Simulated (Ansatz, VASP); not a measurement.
Given: the input of a run of VASP 6.6.1 on FeO.

The input INCAR:

```
PREC = Accurate
ENCUT = 520
EDIFF = 1E-7
ISMEAR = -1
SIGMA = 0.05
LREAL = False
LASPH = True
NELM = 150
ALGO = Normal
ISIF = 2
LWAVE = False
LCHARG = True
ISPIN = 2
MAGMOM = 2.2 0
LORBIT = 11
NUPDOWN = 2.2
LMAXMIX = 4
GGA = PE
LELF = True
LVHAR = True
NBANDS = 18
```

The input KPOINTS:

```
Automatic mesh
0
Gamma
  9 9 9
```

File POSCAR:

```
FeO
1.0
    0.0000000000      2.1554000000      2.1554000000
    2.1554000000      0.0000000000      2.1554000000
    2.1554000000      2.1554000000      0.0000000000
Fe O
1 1
Direct
    0.0000000000      0.0000000000      0.0000000000
    0.5000000000      0.5000000000      0.5000000000
```

Potentials or basis: VASP PAW PBE potentials, release 64 (Fe, O).

Run with:

```console
$ cat potpaw_PBE.64/Fe/POTCAR potpaw_PBE.64/O/POTCAR > POTCAR
$ mpirun -np 1 vasp_std > vasp.out
```

Task: Set up the same calculation for Ansatz 0.2.0. Potentials there: Ansatz PAW.

Result: As run (the cutoff follows the program's own potentials):

Contents of input.yaml:

```yaml
crystal:
  lattice:
    - [0.0, 2.1554, 2.1554]
    - [2.1554, 0.0, 2.1554]
    - [2.1554, 2.1554, 0.0]
  atoms:
    - { symbol: Fe, position: [0.0, 0.0, 0.0], spin: 2.2 }
    - { symbol: O, position: [0.5, 0.5, 0.5] }
hamiltonian:
  xc: pbe
  pseudopotentials: { kind: paw }
magnetization:
  spin_polarized: true
  initial_magnetization: 2.2
  spin_locking: { lock_magnetization: hard }
kpoints:
  mp_grid: { grid: [9, 9, 9] }
scf:
  occupations: { method: fermi_dirac, width: 0.05 }
  lower_state_search: "off"
output:
  forces: true
  stress: true
  eigenvalues: true
```

Potentials or basis: Ansatz PAW.

Command:

```console
$ ansatz run input.yaml --threads 2 --pin off --max-ram 5632MiB --backend cpu --events-out ev --progress --plain --runs-dir out
```

Both were run:

|  | VASP | Ansatz | Ansatz less VASP |
| --- | --- | --- | --- |
| pressure (GPa) | -17.2 | -17.5 | -0.26 |
| net moment per atom (μB) | 1.10 | 1.10 | 0.000 |
| size of the moment on the site where the two differ most (μB) | 2.18 | 2.06 | -0.117 |

Site moments also hang on the region over which each program counts them. VASP's potentials hold 14 valence electrons a cell and Ansatz's 22, so a difference there can come from the potentials and not from the codes.
